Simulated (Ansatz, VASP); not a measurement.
## ZnO: VASP beside Ansatz

```
CELL_PARAMETERS angstrom
5.60762 0.00000 0.00000
0.00000 5.60762 0.00000
0.00000 0.00000 3.27993
ATOMIC_POSITIONS crystal
Zn 0.18177 0.18177 0.50000
Zn 0.81823 0.81823 0.50000
Zn 0.68177 0.31823 0.00000
Zn 0.31823 0.68177 0.00000
O 0.81839 0.18161 0.50000
O 0.18161 0.81839 0.50000
O 0.68161 0.68161 0.00000
O 0.31839 0.31839 0.00000
```

Alike in both runs: functional PBE; k mesh 6 × 6 × 8; occupations gaussian, width 0.02 eV; no spin polarisation.

Ansatz relaxed the structure, and its values are those at the end. VASP's run is a single point on that final structure, the one shown.

```csv
,VASP,Ansatz
version,VASP 6.6.1,Ansatz 0.2.0
potentials or method,"VASP PAW PBE potentials, release 64 (Zn, O), cutoff 520 eV","scalar-relativistic, plane waves, PAW"
valence electrons in the cell,72,72
```

|  | VASP | Ansatz | Ansatz less VASP |
| --- | --- | --- | --- |
| gap on the k mesh at the Fermi level (eV) | 0.75 | 0.76 | +0.015 |
| least direct gap on the mesh (eV) | 0.75 | 0.76 | +0.015 |
| pressure (GPa) | 0.8 | 0.0 | -0.82 |
| rms of the force components (eV/Å) | 0.006 | 0.003 | -0.0029 |
